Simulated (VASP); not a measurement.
A run of VASP 6.6.1 is set up as follows.

File INCAR:

```
ALGO = Normal ; EDIFF = 1E-6
ENCUT = 520 ; GGA = PE
ISIF = 2 ; ISMEAR = 0
LASPH = True ; LCHARG = False
LREAL = False ; LWAVE = False
NBANDS = 15 ; NELM = 80
PREC = Accurate ; SIGMA = 0.15
```

File KPOINTS:

```
k-points
0
Gamma
  18 18 18
```

Contents of POSCAR:

```
TiC
1.0
    0.0000000000      2.1640000000      2.1640000000
    2.1640000000      0.0000000000      2.1640000000
    2.1640000000      2.1640000000      0.0000000000
Ti C
1 1
Direct
    0.0000000000      0.0000000000     -0.0326759141
    0.5000000000      0.5000000000      0.5000000000
```

Potentials or basis: VASP PAW PBE potentials, release 64 (Ti_sv, C).

The run is started by

```sh
$ cat potpaw_PBE.64/Ti_sv/POTCAR potpaw_PBE.64/C/POTCAR > POTCAR
$ mpirun -np 1 vasp_std > vasp.out
```

(1) Estimate the pressure.

(2) Predict the largest force.

(3) Estimate the band gap on the k mesh.

## Answers

(1) 2.2 GPa.

(2) 0.890 eV/Å.

(3) zero (bands 8 and 9 overlap by 0.88 eV).

Caveat: the cell differs from its parent crystal (atom 1 (Ti) moved by (-0.100, +0.000) A along [1 1 0] and z).
